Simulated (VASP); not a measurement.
# Mg5O (P-62m) in VASP: a series of runs

The runs below take Mg5O through single point, relaxation of cell and atoms, with PBE.

Program: VASP 6.6.1. These are calculated values, not measurements. Logs are shortened: lines on timing, memory, paths and dates and some standing lists are left out, and cuts for length are marked.

## 1. The cell of the first run

The structure is hexagonal, space group P-62m (No. 189). The conventional cell has a = 4.573 Å, b = 4.573 Å, c = 4.909 Å, α = 90.00°, β = 90.00°, γ = 120.00°. Within 3.5 Å of Mg (site symmetry m2m) lie 10 Mg at 2.63 to 2.89 Å and 2 O at 2.89 Å. Mg (site symmetry -6) has 3 O at 2.64 Å and 9 Mg at 2.64 to 2.89 Å within 3.5 Å. Within 3.5 Å of O (site symmetry -62m) lie 12 Mg at 2.64 to 2.89 Å.

The cell was generated, and may not be a known phase.

## 2. Single point, PBE, collinear spin, ferromagnetic start

INCAR reads:

```
ALGO = Normal
EDIFF = 1E-6
ENCUT = 520
GGA = PE
ISIF = 2
ISMEAR = 0
ISPIN = 2
LASPH = T
LCHARG = F
LORBIT = 11
LREAL = F
LWAVE = F
MAGMOM = 0 0 0 0 0 1
NBANDS = 21
NELM = 150
PREC = Accurate
SIGMA = 0.1
```

KPOINTS reads:

```
k-points
0
Gamma
  6 6 4
```

POSCAR reads:

```
Mg5O
1.0
    4.5727278000      0.0000000000      0.0000000000
   -2.2863639000      3.9600984400      0.0000000000
    0.0000000000      0.0000000000      4.9087831600
Mg O
5 1
Direct
    0.0000000000      0.3317663100      0.0000000000
    0.6682336900      0.6682336900      0.0000000000
    0.3317663100      0.0000000000      0.0000000000
    0.6666666700      0.3333333300      0.5000000000
    0.3333333300      0.6666666700      0.5000000000
    0.0000000000      0.0000000000      0.5000000000
```

Potentials or basis: VASP PAW PBE potentials, release 64 (Mg, O).

On the command line:

```sh
$ cat potpaw_PBE.64/Mg/POTCAR potpaw_PBE.64/O/POTCAR > POTCAR
$ mpirun -np 1 vasp_std > vasp.out
```

OUTCAR:

```text
EDIFF = 1E-6
   ENCUT = 520
   GGA = PE
   ISIF = 2
   ISMEAR = 0
   ISPIN = 2
   LASPH = T
   LORBIT = 11
   LREAL = F
   NELM = 150
   PREC = Accurate

 ion  position               nearest neighbor table
   1  0.000  0.332  0.000-   3 2.63   2 2.63   3 2.65   2 2.65   2 2.65   3 2.65   4 2.89   4 2.89
                             5 2.89   5 2.89
   2  0.668  0.668  0.000-   3 2.63   1 2.63   3 2.65   1 2.65   1 2.65   3 2.65   5 2.89   5 2.89
                             4 2.89   4 2.89
   3  0.332  0.000  0.000-   1 2.63   2 2.63   2 2.65   1 2.65   1 2.65   2 2.65   5 2.89   5 2.89
                             4 2.89   4 2.89
   4  0.667  0.333  0.500-   6 2.64   5 2.64   5 2.64   6 2.64   6 2.64   5 2.64   1 2.89   1 2.89
                             3 2.89   3 2.89   2 2.89   2 2.89
   5  0.333  0.667  0.500-   6 2.64   4 2.64   4 2.64   6 2.64   6 2.64   4 2.64   3 2.89   3 2.89
                             1 2.89   1 2.89   2 2.89   2 2.89
   6  0.000  0.000  0.500-   4 2.64   5 2.64   4 2.64   5 2.64   4 2.64   5 2.64

  LATTYP: Found a hexagonal cell.
 ALAT       =     4.5727278000
 C/A-ratio  =     1.0734912233

  Lattice vectors:

 A1 = (   4.5727278000,   0.0000000000,   0.0000000000)
 A2 = (  -2.2863639000,   3.9600984400,   0.0000000000)
 A3 = (   0.0000000000,   0.0000000000,   4.9087831600)

Analysis of symmetry for initial positions (statically):
=====================================================================
 Subroutine PRICEL returns:
 Original cell was already a primitive cell.

 Routine SETGRP: Setting up the symmetry group for a
 hexagonal supercell.

 Subroutine GETGRP returns: Found 12 space group operations
 (whereof 12 operations were pure point group operations)
 out of a pool of 24 trial point group operations.

The static configuration has the point symmetry D_3h.

Analysis of symmetry for dynamics (positions and initial velocities):
=====================================================================
 Subroutine PRICEL returns:
 Original cell was already a primitive cell.

 Routine SETGRP: Setting up the symmetry group for a
 hexagonal supercell.

 Subroutine GETGRP returns: Found 12 space group operations
 (whereof 12 operations were pure point group operations)
 out of a pool of 24 trial point group operations.

The dynamic configuration has the point symmetry D_3h.

Analysis of structural, dynamic, and magnetic symmetry:
=====================================================================
 Subroutine PRICEL returns:
 Original cell was already a primitive cell.

 Routine SETGRP: Setting up the symmetry group for a
 hexagonal supercell.

 Subroutine GETGRP returns: Found 12 space group operations
 (whereof 12 operations were pure point group operations)
 out of a pool of 24 trial point group operations.

The overall configuration has the point symmetry D_3h.

 Subroutine INISYM returns: Found 12 space group operations
 (whereof 12 operations are pure point group operations),
 and found     1 'primitive' translations

----------------------------------------------------------------------------------------

                                     Primitive cell

  volume of cell :      88.8905

  direct lattice vectors                    reciprocal lattice vectors
     4.572727800  0.000000000  0.000000000     0.218687848  0.126259488  0.000000000
    -2.286363900  3.960098440  0.000000000     0.000000000  0.252518975  0.000000000
     0.000000000  0.000000000  4.908783160     0.000000000  0.000000000  0.203716475

  length of vectors
     4.572727800  4.572727801  4.908783160     0.252518975  0.252518975  0.203716475

  position of ions in fractional coordinates (direct lattice)
     0.000000000  0.331766310  0.000000000
     0.668233690  0.668233690  0.000000000
     0.331766310  0.000000000  0.000000000
     0.666666670  0.333333330  0.500000000
     0.333333330  0.666666670  0.500000000
     0.000000000  0.000000000  0.500000000

  ion indices of the primitive-cell ions
   primitive index   ion index
                 1           1
                 2           2
                 3           3
                 4           4
                 5           5
                 6           6

[... 33 lines left out ...]
  0.333333  0.166667  0.000000     12.000000
[... 13 lines left out ...]
  0.333333  0.166667  0.500000     12.000000
  0.333333  0.333333  0.500000      2.000000
   k-points           NKPTS =     21   k-points in BZ     NKDIM =     21   number of bands    NBANDS=     21
   number of dos      NEDOS =    301   number of ions     NIONS =      6
   total plane-waves  NPLWV =  51840
   dimension x,y,z NGX =    36 NGY =   36 NGZ =   40
   dimension x,y,z NGXF=    72 NGYF=   72 NGZF=   80
   ions per type =               5   1
   NGX,Y,Z   is equivalent  to a cutoff of  13.09, 13.09, 13.55 a.u.
   NGXF,Y,Z  is equivalent  to a cutoff of  26.18, 26.18, 27.09 a.u.
 SYSTEM =  unknown system
   PREC   = accura    normal or accurate (medium, high low for compatibility)
   ISTART =      0    job   : 0-new  1-cont  2-samecut
   ICHARG =      2    charge: 1-file 2-atom 10-const
   ISPIN  =      2    spin polarized calculation?
   LNONCOLLINEAR =      F non collinear calculations
   LSORBIT =      F    spin-orbit coupling
   LASPH  =      T    aspherical Exc in radial PAW
   ENCUT  =  520.0 eV  38.22 Ry    6.18 a.u.   8.50  8.50  9.13*2*pi/ulx,y,z
   NELM   =    150;   NELMIN=  2; NELMDL= -5     # of ELM steps
   EDIFF  = 0.1E-05   stopping-criterion for ELM
   LREAL  =      F    real-space projection
[... 7 lines left out ...]
   TEBEG  =    0.0;   TEEND  =   0.0 temperature during run
   PSTRESS=    0.0 pullay stress
   NELECT =      16.0000    total number of electrons
   NUPDOWN=      -1.0000    fix difference up-down
   EMIN   =  10.00;   EMAX   =-10.00  energy-range for DOS
   EFERMI =   0.00;   METHOD = LEGACY
   ISMEAR =     0;   SIGMA  =   0.10  broadening in eV -4-tet -1-fermi 0-gaus
   EFERMI_NEDOS =   21; number of points for ismear=-14 and -15
   IALGO  =     38    algorithm
   IMIX   =      4    mixing-type and parameters
     AMIX     =   0.40;   BMIX     =  1.00
     AMIX_MAG =   1.60;   BMIX_MAG =  1.00
  volume/ion in A,a.u.               =      14.82        99.98
  Fermi-wavevector in a.u.,A,eV,Ry     =   0.924336  1.746741 11.624772  0.854397
  Thomas-Fermi vector in A             =   2.050070
   LORBIT       =     11    0 simple, 1 ext, 2 COOP (PROOUT), +10 PAW based schemes
   GGA     = PE    functional components
   LHFCALC =     F    Hartree Fock is set to
   AEXX    =    0.0000 exact exchange contribution
   IVDW    =     0    specifies the selected vdW correction
   LEPSILON=     F    determine dielectric tensor
   LRPA    =     F    only Hartree local field effects (RPA)
 spin polarized calculation
 Gauss-broadening in eV      SIGMA  =   0.10
  energy-cutoff  :      520.00
  volume of cell :       88.89
 maximum number of plane-waves:      2424
 NGX is ok and might be reduce to    36
   NGX = 17   NGY = 17   NGZ = 19

 number of electron      15.9999999 magnetization      -0.0001026

 number of electron      15.9999998 magnetization       0.0001916

 Free energy of the ion-electron system (eV)
  ---------------------------------------------------
  ext. energy  EPLUGINS =         0.00000000
  ---------------------------------------------------
  free energy    TOTEN  =       -10.56383060 eV

  energy without entropy =      -10.54405722  energy(sigma->0) =      -10.55394391

 E-fermi :   4.4429     XC(G=0):  -9.7705

 val. band max:        4.3952563734   @ k =   0.3333   0.0000   0.5000
 cond. band min:       4.4491064533   @ k =   0.3333   0.1667   0.2500
 fundamental gap:      0.0538500799
 Fermi energy:         4.4428714470

 spin component 1

 k-point     1 :       0.0000    0.0000    0.0000
  band No.  band energies     occupation
      1     -12.7420      1.00000
      2      -2.8347      1.00000
      3       0.3962      1.00000
      4       1.0079      1.00000
      5       1.0079      1.00000
      6       3.6069      1.00000
[... 459 lines left out ...]
      6       0.4250      1.00000
[... 12 lines left out ...]
     19      12.7742      0.00000
     20      12.7742      0.00000
 Fermi energy:         4.4428714470

 spin component 2

 k-point     1 :       0.0000    0.0000    0.0000
  band No.  band energies     occupation
      1     -12.7418      1.00000
      2      -2.8346      1.00000
      3       0.3962      1.00000
      4       1.0080      1.00000
      5       1.0080      1.00000
      6       3.6069      1.00000
[... 459 lines left out ...]
      6       0.4250      1.00000
[... 12 lines left out ...]
     19      12.7743      0.00000
     20      12.7743      0.00000
 [bands above 20 left out]

------------------------ aborting loop because EDIFF is reached ----------------------------------------

  FORCE on cell =-STRESS in cart. coord.  units (eV):
  Direction    XX          YY          ZZ          XY          YZ          ZX
  --------------------------------------------------------------------------------------
  -------------------------------------------------------------------------------------
  Total       13.6453888     13.6453888      8.5072848      0.0000000     -0.0000000      0.0000000
  in kB      245.9468797    245.9468797    153.3367920      0.0000000     -0.0000000      0.0000000
  external PRESSURE =     215.0768505 kB  Pullay stress =       0.0000000 kB

 VOLUME and BASIS-vectors are now :
 -----------------------------------------------------------------------------
  energy-cutoff  :      520.00
  volume of cell :       88.89
      direct lattice vectors                 reciprocal lattice vectors
     4.572727800  0.000000000  0.000000000     0.218687848  0.126259488  0.000000000
    -2.286363900  3.960098440  0.000000000     0.000000000  0.252518975  0.000000000
     0.000000000  0.000000000  4.908783160     0.000000000  0.000000000  0.203716475

 POSITION                                       TOTAL-FORCE (eV/Angst)
 -----------------------------------------------------------------------------------
     -0.75854      1.31383      0.00000         0.236155     -0.409033     -0.000000
      1.52783      2.64627      0.00000         0.236155      0.409033      0.000000
      1.51708      0.00000      0.00000        -0.472310     -0.000000      0.000000
      2.28636      1.32003      2.45439        -0.000000     -0.000000     -0.000000
     -0.00000      2.64007      2.45439        -0.000000     -0.000000     -0.000000
      0.00000      0.00000      2.45439        -0.000000     -0.000000     -0.000000
 -----------------------------------------------------------------------------------
    total drift:                               -0.000000     -0.000000      0.000000

  FREE ENERGIE OF THE ION-ELECTRON SYSTEM (eV)
  ---------------------------------------------------
  free  energy   TOTEN  =       -10.5638306041 eV

  energy  without entropy=      -10.5440572156  energy(sigma->0) =      -10.55394391

 total charge

# of ion       s       p       d       tot
------------------------------------------
    1        0.253   0.210   0.025   0.487
    2        0.253   0.210   0.025   0.487
    3        0.253   0.210   0.025   0.487
    4        0.248   0.146   0.024   0.417
    5        0.248   0.146   0.024   0.417
    6        1.595   3.242   0.000   4.837
--------------------------------------------------
tot          2.848   4.163   0.121   7.132

 magnetization (x)

# of ion       s       p       d       tot
------------------------------------------
    1        0.000   0.000   0.000   0.000
    2        0.000   0.000   0.000   0.000
    3        0.000   0.000   0.000   0.000
    4        0.000   0.000   0.000   0.000
    5        0.000   0.000   0.000   0.000
    6        0.000   0.000   0.000   0.000
--------------------------------------------------
tot          0.000   0.000   0.000   0.000
```

Run time: 87 s. Hardware: 1 thread of Intel Xeon 8259CL, shared host; peak memory 0.28 GiB.

What came out:

```yaml
Free_energy: -10.5638 eV
Pressure: 21.5 GPa
Largest_force: 0.472 eV/Å
Band_gap_on_the_k_mesh: zero (filled and empty bands overlap)
Net_moment: 0.00 μB per cell
Valence_electrons_inside_the_program's_atomic_spheres: Mg 0.49, 0.42 (each value once); O 4.84
```

Forces in eV/Å, atoms in the order of the input:
```
Mg   0.236 -0.409  0.000
Mg   0.236  0.409  0.000
Mg  -0.472  0.000  0.000
Mg   0.000  0.000  0.000
Mg   0.000  0.000  0.000
O    0.000  0.000  0.000
```

Levels at points of the mesh, in eV from the Fermi level:
Spin up:
```
           k point  band 6  band 7  band 8  band 9  band 10  band 11
(0.00, 0.00, 0.00)   -0.84   -0.05    0.34    0.39     0.39     2.38
(0.50, 0.00, 0.00)   -2.40   -0.92   -0.59    0.92     1.50     2.28
(0.00, 0.00, 0.50)   -2.12    0.83    1.28    1.28     1.74     1.74
(0.50, 0.00, 0.50)   -2.06   -1.93   -0.14    0.05     1.28     2.76
```
Spin down:
```tsv
k point	band 5	band 6	band 7	band 8	band 9	band 10	band 11	band 12
(0.00, 0.00, 0.00)	-3.43	-0.84	-0.05	0.34	0.39	0.39	2.38	3.46
(0.50, 0.00, 0.00)	-3.35	-2.40	-0.92	-0.59	0.92	1.50	2.28	2.61
(0.00, 0.00, 0.50)	-3.34	-2.12	0.83	1.28	1.28	1.74	1.74	2.30
(0.50, 0.00, 0.50)	-3.69	-2.06	-1.93	-0.14	0.05	1.28	2.76	3.85
```

Caveat: the stress differs along the axes, from 15 to 25 GPa.

## 3. Relaxation of cell and atoms, PBE

This run uses another cell than the first one, of 21.15 Å³/atom.

INCAR reads:

```
SYSTEM = Mg5O
PREC = Accurate
ENCUT = 600
EDIFF = 1E-6
ISMEAR = 0
SIGMA = 0.1
LREAL = .FALSE.
LASPH = .TRUE.
NELM = 80
ALGO = Normal
ISIF = 3
LWAVE = .FALSE.
LCHARG = .FALSE.
GGA = PE
IBRION = 2
NSW = 100
EDIFFG = -0.01
```

KPOINTS reads:

```
Automatic mesh
0
G
  6 6 12
  0 0 0
```

POSCAR reads:

```
Mg5O
1.0
    7.0554740015      0.0000000000      0.0000000000
   -3.5277370007      6.1102197210      0.0000000000
    0.0000000000      0.0000000000      2.9431117983
Mg O
5 1
Direct
    0.0000000000      0.2365885728      0.0000000000
    0.7634114272      0.7634114272      0.0000000000
    0.2365885728      0.0000000000      0.0000000000
    0.6666666667      0.3333333333      0.5000000000
    0.3333333333      0.6666666667      0.5000000000
    0.0000000000      0.0000000000      0.5000000000
```

Potentials or basis: VASP PAW PBE potentials, release 64 (Mg, O).

On the command line:

```sh
$ cat potpaw_PBE.64/Mg/POTCAR potpaw_PBE.64/O/POTCAR > POTCAR
$ mpirun -np 1 vasp_std > vasp.out
```

Run time: 4.7 min. Hardware: 1 thread of Intel Xeon 8259CL, shared host; peak memory 0.33 GiB.

The run converged. Its results:

```
Free energy                           : -15.5520 eV
Relaxed volume                        : 21.20 Å³/atom
Relaxed cell                          : a = 7.109 Å, b = 7.109 Å, c = 2.906 Å, α = 90.00°, β = 90.00°, γ = 120.00°
Space group after relaxing (to 0.1 Å) : P-62m (No. 189)
Energy gained by relaxing             : 1.3 meV/atom
Ionic steps                           : 7
Pressure after relaxing               : 0.0 GPa
Band gap on the k mesh                : zero (bands 8 and 9 overlap by 2.42 eV)
```

The path:
| step | energy change (eV) | largest force (eV/Å) | pressure (GPa) | volume (Å³) |
| --- | --- | --- | --- | --- |
| 1 | 0.0000 | 0.0427 | -0.25 | 126.88 |
| 2 | -0.0054 | 0.0515 | 0.09 | 126.28 |
| 3 | -0.0060 | 0.0557 | 0.23 | 126.01 |
| 4 | -0.0072 | 0.0424 | 0.11 | 126.53 |
| 5 | -0.0078 | 0.0230 | -0.06 | 127.28 |
| 6 | -0.0078 | 0.0215 | -0.07 | 127.34 |
| 7 | -0.0079 | 0.0014 | -0.01 | 127.20 |

Final structure:
```
Mg O
1.0
     7.10923    0.00000    0.00000
    -3.55462    6.15678    0.00000
     0.00000    0.00000    2.90616
Mg O
5 1
Cartesian
  -0.8342 1.4450 2.9062
  2.7204 4.7118 0.0000
  1.6685 0.0000 0.0000
  3.5546 2.0523 1.4531
  0.0000 4.1045 1.4531
  0.0000 0.0000 1.4531
```

Levels at points of the mesh, in eV from the Fermi level:
| k point | band 5 | band 6 | band 7 | band 8 | band 9 | band 10 | band 11 | band 12 |
| --- | --- | --- | --- | --- | --- | --- | --- | --- |
| (0.00, 0.00, 0.00) | -3.79 | -2.84 | -2.30 | -2.30 | -0.52 | -0.52 | 0.89 | 4.95 |
| (0.50, 0.00, 0.00) | -4.21 | -3.79 | -2.65 | -1.86 | 0.00 | 0.90 | 1.65 | 2.35 |
| (0.00, 0.00, 0.50) | -1.52 | -1.39 | 0.67 | 1.37 | 1.37 | 1.90 | 1.90 | 2.23 |
| (0.50, 0.00, 0.50) | -1.22 | -0.49 | -0.37 | -0.29 | 1.08 | 1.13 | 2.08 | 2.41 |

The gap in the log of VASP goes by the Fermi energy; the results here count the filled bands.